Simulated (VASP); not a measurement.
# GePt (P1) in VASP: single point with PBEsol

Aim: the single point of GePt with PBEsol.

All numbers are computed with VASP 6.6.1; they aren't measurements. Logs are shortened: lines on timing, memory, paths and dates and some standing lists are left out, and cuts for length are marked.

### 1 The cell of the first run

The typed cell holds 16 atoms: a = 6.897 Å, b = 6.897 Å, c = 7.199 Å, α = 106.33°, β = 106.33°, γ = 114.39°.

### 2 Single point, PBEsol

Contents of INCAR:

```
SYSTEM = GePt
ALGO = Normal ; EDIFF = 1E-7
ENCUT = 520 ; GGA = PS
ISIF = 2 ; ISMEAR = -1
KPAR = 4 ; LASPH = .True.
LCHARG = .False. ; LREAL = Auto
LWAVE = .False. ; NBANDS = 110
NELM = 60 ; PREC = Accurate
SIGMA = 0.0948
```

Contents of KPOINTS:

```
Automatic mesh
0
Gamma
  4 4 4
  0.5 0.5 0.5
```

Contents of POSCAR:

```
GePt
1.0
    5.7974419504     -3.7369753669      0.0000000000
   -5.7974419504     -3.7369753669      0.0000000000
    0.0000000000      3.7369753669     -6.1527635553
Ge Pt
8 8
Direct
    0.2991669271      0.4687134285      0.4331679539
    0.7320029078      0.9110610181      0.4023153137
    0.2918220447      0.0998078754      0.6102350539
    0.7736732760      0.5630943671      0.5717505587
    0.6802247957      1.0041366202      0.9100317198
    0.1633217989      0.4778915722      0.8972915911
    0.8020463542      0.5474375091      0.0912799582
    0.2990987070     -0.0140230138      0.0797189743
    0.5455635714      0.5392716585      0.7900864313
    0.0530229714      0.0383057908      0.8277984282
    0.9944938666      1.0022569457      0.2023953934
    0.4521057322      0.4336991659      0.1909049469
    0.2578013113      0.7817192783      0.2975079383
    0.7657505313      0.2723779328      0.2897727150
    0.2066760990      0.7191203848      0.6831320531
    0.6921939973      0.1793712687      0.6683313869
```

Potentials or basis: VASP PAW PBE potentials, release 64 (Ge_d, Pt).

Launch:

```bash
$ cat potpaw_PBE.64/Ge_d/POTCAR potpaw_PBE.64/Pt/POTCAR > POTCAR
$ mpirun -np 4 vasp_std > vasp.out
```

OUTCAR:

```text
SYSTEM = GePt
   EDIFF = 1E-7
   ENCUT = 520
   GGA = PS
   ISIF = 2
   ISMEAR = -1
   LASPH = .True.
   LREAL = Auto
   NELM = 60
   PREC = Accurate

 ion  position               nearest neighbor table
   1  0.299  0.469  0.433-  12 2.28   9 2.43  15 2.54  11 2.64  13 2.69   4 2.86  14 3.07
   2  0.732  0.911  0.402-  16 2.43  11 2.60  12 2.68  14 2.77  13 2.81  10 2.85
   3  0.292  0.100  0.610-   9 2.46  16 2.46  13 2.54  10 2.57  15 2.68  11 2.76
   4  0.774  0.563  0.572-  14 2.39  15 2.50   9 2.51  12 2.61  10 2.69  16 2.80   1 2.86
   5  0.680  0.004  0.910-  16 2.38  14 2.57  11 2.57  15 2.66   9 2.72  10 2.73
   6  0.163  0.478  0.897-  15 2.55  12 2.65  10 2.66  16 2.66  13 2.75   9 2.85
   7  0.802  0.547  0.091-   9 2.35  13 2.55  12 2.58  11 2.61  14 2.65  16 3.01
   8  0.299  0.986  0.080-  10 2.33  13 2.38  11 2.53  12 2.60  14 2.62  15 2.65
   9  0.546  0.539  0.790-   7 2.35   1 2.43   3 2.46   4 2.51   5 2.72   6 2.85  16 3.05  15 3.08
                            11 3.15  12 3.33
  10  0.053  0.038  0.828-   8 2.33   3 2.57   6 2.66   4 2.69   5 2.73  12 2.76   2 2.85  15 2.88
                            11 2.90  16 3.08
  11  0.994  0.002  0.202-   8 2.53   5 2.57   2 2.60   7 2.61   1 2.64   3 2.76  13 2.87  10 2.90
                            14 2.95   9 3.15  12 3.37
  12  0.452  0.434  0.191-   1 2.28   7 2.58   8 2.60   4 2.61   6 2.65   2 2.68  10 2.76  14 2.83
                            13 3.22   9 3.33  11 3.37
  13  0.258  0.782  0.298-   8 2.38   3 2.54   7 2.55   1 2.69   6 2.75   2 2.81  16 2.87  11 2.87
                            15 3.02  12 3.22
  14  0.766  0.272  0.290-   4 2.39   5 2.57   8 2.62   7 2.65   2 2.77  12 2.83  11 2.95  15 3.04
                             1 3.07  16 3.10
  15  0.207  0.719  0.683-   4 2.50   1 2.54   6 2.55   8 2.65   5 2.66   3 2.68  10 2.88  13 3.02
                            14 3.04   9 3.08
  16  0.692  0.179  0.668-   5 2.38   2 2.43   3 2.46   6 2.66   4 2.80  13 2.87   7 3.01   9 3.05
                            10 3.08  14 3.10

  LATTYP: Found a face centered orthorhombic cell.
 ALAT       =     7.4739507338
 B/A-ratio  =     1.5513728032
 C/A-ratio  =     1.6464554757

  Lattice vectors:

 A1 = (  -5.7974419504,   0.0000000000,  -6.1527635553)
 A2 = (   0.0000000000,  -3.7369753669,  -6.1527635553)
 A3 = (  -5.7974419504,  -3.7369753669,   0.0000000000)

Analysis of symmetry for initial positions (statically):
=====================================================================
 Subroutine PRICEL returns:
 Original cell was already a primitive cell.

 Routine SETGRP: Setting up the symmetry group for a
 face centered orthorhombic supercell.

 Subroutine GETGRP returns: Found  1 space group operations
 (whereof  1 operations were pure point group operations)
 out of a pool of  8 trial point group operations.

The static configuration has the point symmetry C_1 .

Analysis of symmetry for dynamics (positions and initial velocities):
=====================================================================
 Subroutine PRICEL returns:
 Original cell was already a primitive cell.

 Routine SETGRP: Setting up the symmetry group for a
 face centered orthorhombic supercell.

 Subroutine GETGRP returns: Found  1 space group operations
 (whereof  1 operations were pure point group operations)
 out of a pool of  8 trial point group operations.

The dynamic configuration has the point symmetry C_1 .

 Subroutine INISYM returns: Found  1 space group operations
 (whereof  1 operations are pure point group operations),
 and found     1 'primitive' translations

----------------------------------------------------------------------------------------

                                     Primitive cell

  volume of cell :     266.5980

  direct lattice vectors                    reciprocal lattice vectors
     5.797441950 -3.736975367  0.000000000     0.086244934 -0.133798045 -0.081264296
    -5.797441950 -3.736975367  0.000000000    -0.086244934 -0.133798045 -0.081264296
     0.000000000  3.736975367 -6.152763555     0.000000000  0.000000000 -0.162528592

  length of vectors
     6.897486358  6.897486358  7.198714070     0.178728821  0.178728821  0.162528592

  position of ions in fractional coordinates (direct lattice)
     0.299166927  0.468713429  0.433167954
     0.732002908  0.911061018  0.402315314
     0.291822045  0.099807875  0.610235054
     0.773673276  0.563094367  0.571750559
     0.680224796  0.004136620  0.910031720
     0.163321799  0.477891572  0.897291591
[... 8 lines left out ...]
     0.206676099  0.719120385  0.683132053
     0.692193997  0.179371269  0.668331387

  ion indices of the primitive-cell ions
   primitive index   ion index
                 1           1
                 2           2
                 3           3
                 4           4
                 5           5
                 6           6
[... 8 lines left out ...]
                15          15
                16          16

----------------------------------------------------------------------------------------

 KPOINTS: Automatic mesh

Automatic generation of k-mesh.
 Grid dimensions read from file:
 generate k-points for:    4    4    4

 Generating k-lattice:

  Cartesian coordinates                     Fractional coordinates (reciprocal lattice)
     0.021561234 -0.033449511 -0.020316074     0.250000000 -0.000000000  0.000000000
    -0.021561234 -0.033449511 -0.020316074    -0.000000000  0.250000000  0.000000000
     0.000000000  0.000000000 -0.040632148     0.000000000  0.000000000  0.250000000

  Length of vectors
     0.044682205  0.044682205  0.040632148

  Shift w.r.t. Gamma in fractional coordinates (k-lattice)
     0.500000000  0.500000000  0.500000000

 Subroutine IBZKPT returns following result:
 ===========================================

 Found     32 irreducible k-points:

 Following reciprocal coordinates:
            Coordinates               Weight
  0.125000  0.125000  0.125000      2.000000
  0.125000  0.125000 -0.375000      2.000000
  0.375000  0.125000  0.125000      2.000000
  0.125000  0.375000  0.375000      2.000000
 -0.125000 -0.375000 -0.125000      2.000000
 -0.375000 -0.125000 -0.375000      2.000000
[... 16 lines left out ...]
  0.125000  0.375000 -0.375000      2.000000
 -0.125000 -0.125000  0.125000      2.000000
 [... further k-points ...]
   k-points           NKPTS =     32   k-points in BZ     NKDIM =     32   number of bands    NBANDS=    110
   number of dos      NEDOS =    301   number of ions     NIONS =     16
   total plane-waves  NPLWV = 157464
   dimension x,y,z NGX =    54 NGY =   54 NGZ =   54
   dimension x,y,z NGXF=   108 NGYF=  108 NGZF=  108
   ions per type =               8   8
   NGX,Y,Z   is equivalent  to a cutoff of  13.02, 13.02, 12.47 a.u.
   NGXF,Y,Z  is equivalent  to a cutoff of  26.03, 26.03, 24.94 a.u.
 SYSTEM =  GePt
   PREC   = accura    normal or accurate (medium, high low for compatibility)
   ISTART =      0    job   : 0-new  1-cont  2-samecut
   ICHARG =      2    charge: 1-file 2-atom 10-const
   ISPIN  =      1    spin polarized calculation?
   LNONCOLLINEAR =      F non collinear calculations
   LSORBIT =      F    spin-orbit coupling
   LASPH  =      T    aspherical Exc in radial PAW
   ENCUT  =  520.0 eV  38.22 Ry    6.18 a.u.  12.82 12.82 13.38*2*pi/ulx,y,z
   NELM   =     60;   NELMIN=  2; NELMDL= -5     # of ELM steps
   EDIFF  = 0.1E-06   stopping-criterion for ELM
   LREAL  =      T    real-space projection
   EDIFFG = 0.1E-05   stopping-criterion for IOM
   NSW    =      0    number of steps for IOM
   IBRION =     -1    ionic relax: 0-MD 1-quasi-New 2-CG
   NFREE  =      0    steps in history (QN), initial steepest desc. (CG)
   ISIF   =      2    stress and relaxation
   ISYM   =      2    0-nonsym 1-usesym 2-fastsym
   POTIM  = 0.5000    time-step for ionic-motion
   TEBEG  =    0.0;   TEEND  =   0.0 temperature during run
   PSTRESS=    0.0 pullay stress
   NELECT =     192.0000    total number of electrons
   NUPDOWN=      -1.0000    fix difference up-down
   EMIN   =  10.00;   EMAX   =-10.00  energy-range for DOS
   EFERMI =   0.00;   METHOD = LEGACY
   ISMEAR =    -1;   SIGMA  =   0.09  broadening in eV -4-tet -1-fermi 0-gaus
   EFERMI_NEDOS =   21; number of points for ismear=-14 and -15
   IALGO  =     38    algorithm
   IMIX   =      4    mixing-type and parameters
     AMIX     =   0.40;   BMIX     =  1.00
     AMIX_MAG =   1.60;   BMIX_MAG =  1.00
  volume/ion in A,a.u.               =      16.66       112.44
  Fermi-wavevector in a.u.,A,eV,Ry     =   1.467426  2.773034 29.297967  2.153340
  Thomas-Fermi vector in A             =   2.583045
   LORBIT       =      0    0 simple, 1 ext, 2 COOP (PROOUT), +10 PAW based schemes
   GGA     = PS    functional components
   LHFCALC =     F    Hartree Fock is set to
   AEXX    =    0.0000 exact exchange contribution
   IVDW    =     0    specifies the selected vdW correction
   LEPSILON=     F    determine dielectric tensor
   LRPA    =     F    only Hartree local field effects (RPA)
 non-spin polarized calculation
  energy-cutoff  :      520.00
  volume of cell :      266.60
 maximum number of plane-waves:      7202
 NGX is ok and might be reduce to    54
   NGX = 25   NGY = 25   NGZ = 27

 number of electron     191.9999994 magnetization

 Free energy of the ion-electron system (eV)
  ---------------------------------------------------
  ext. energy  EPLUGINS =         0.00000000
  ---------------------------------------------------
  free energy    TOTEN  =      -101.49492124 eV

  energy without entropy =     -101.36415333  energy(sigma->0) =     -101.42953728

 E-fermi :   9.0908     XC(G=0): -12.4214

 val. band max:        9.0818089745   @ k =   0.1250   0.3750  -0.3750
 cond. band min:       9.0926952739   @ k =   0.1250  -0.3750   0.3750
 fundamental gap:      0.0108862994
 Fermi energy:         9.0908124548

 k-point     1 :       0.1250    0.1250    0.1250
  band No.  band energies     occupation
      1     -15.9819      2.00000
      2     -15.9724      2.00000
      3     -15.9502      2.00000
      4     -15.9426      2.00000
      5     -15.9385      2.00000
      6     -15.9356      2.00000
[... 100 lines left out ...]
    107      12.3838      0.00000
    108      12.8172      0.00000
[... 2551 lines left out ...]
    107      12.4999      0.00000
    108      12.7419      0.00000

 [... further k-points ...]

 [bands above 108 left out]

------------------------ aborting loop because EDIFF is reached ----------------------------------------

  FORCE on cell =-STRESS in cart. coord.  units (eV):
  Direction    XX          YY          ZZ          XY          YZ          ZX
  --------------------------------------------------------------------------------------
  -------------------------------------------------------------------------------------
  Total       -0.2273713     -2.1108589      3.7607908     -1.1939302     -2.9930876     -0.7173330
  in kB       -1.3664363    -12.6856557     22.6012727     -7.1751773    -17.9875965     -4.3109656
  external PRESSURE =       2.8497269 kB  Pullay stress =       0.0000000 kB

 VOLUME and BASIS-vectors are now :
 -----------------------------------------------------------------------------
  energy-cutoff  :      520.00
  volume of cell :      266.60
      direct lattice vectors                 reciprocal lattice vectors
     5.797441950 -3.736975367  0.000000000     0.086244934 -0.133798045 -0.081264296
    -5.797441950 -3.736975367  0.000000000    -0.086244934 -0.133798045 -0.081264296
     0.000000000  3.736975367 -6.152763555     0.000000000  0.000000000 -0.162528592

 POSITION                                       TOTAL-FORCE (eV/Angst)
 -----------------------------------------------------------------------------------
     -0.98294     -1.25081     -2.66518        -2.001114      2.178038      0.030482
     -1.03808     -4.63665     -2.47535         0.168682     -0.267964      0.190742
      1.11319      0.81692     -3.75463        -0.524443      1.015554      0.759111
      1.22082     -2.85885     -3.51785        -0.528703     -0.111937     -0.896544
      3.91958      0.84332     -5.59921         0.485713      0.637172     -0.704955
     -1.82370      0.95696     -5.52082         0.155932      0.434622     -0.387553
[... 8 lines left out ...]
     -2.97087     -0.90683     -4.20315         0.939484     -0.362397      0.003957
      2.97306     -0.75948     -4.11209        -0.000595     -1.597143     -0.184276
 -----------------------------------------------------------------------------------
    total drift:                               -0.008316      0.001273     -0.003912

  FREE ENERGIE OF THE ION-ELECTRON SYSTEM (eV)
  ---------------------------------------------------
  free  energy   TOTEN  =      -101.4949212355 eV

  energy  without entropy=     -101.3641533270  energy(sigma->0) =     -101.42953728
```

Wall time 19 min (4 MPI ranks of Oxide Virtual Turin-like, shared host); peak memory 0.77 GiB.

Results:

```yaml
Free_energy: -101.4949 eV
Pressure: 0.3 GPa
Largest_force: 2.958 eV/Å
Band_gap_on_the_k_mesh: zero (bands 96 and 97 overlap by 0.68 eV)
```

Forces on the atoms (eV/Å):
```
Ge  -2.001  2.178  0.030
Ge   0.169 -0.268  0.191
Ge  -0.524  1.016  0.759
Ge  -0.529 -0.112 -0.897
Ge   0.486  0.637 -0.705
Ge   0.156  0.435 -0.388
Ge   1.729  0.020 -0.990
Ge   1.292 -1.165 -0.533
Pt  -0.841 -0.282 -0.420
Pt  -1.260  0.179  2.056
Pt  -1.119  0.447 -0.299
Pt  -0.225 -2.183  1.067
Pt   0.763  0.934 -0.229
Pt   0.967  0.123  0.537
Pt   0.939 -0.362  0.004
Pt  -0.001 -1.597 -0.184
```

Caveat: the atoms stand as in a frame of molecular dynamics; the PAW data sets were made with another functional, which shifts forces and pressure a little; spin-orbit coupling is left out, which moves the levels of the heavy elements.
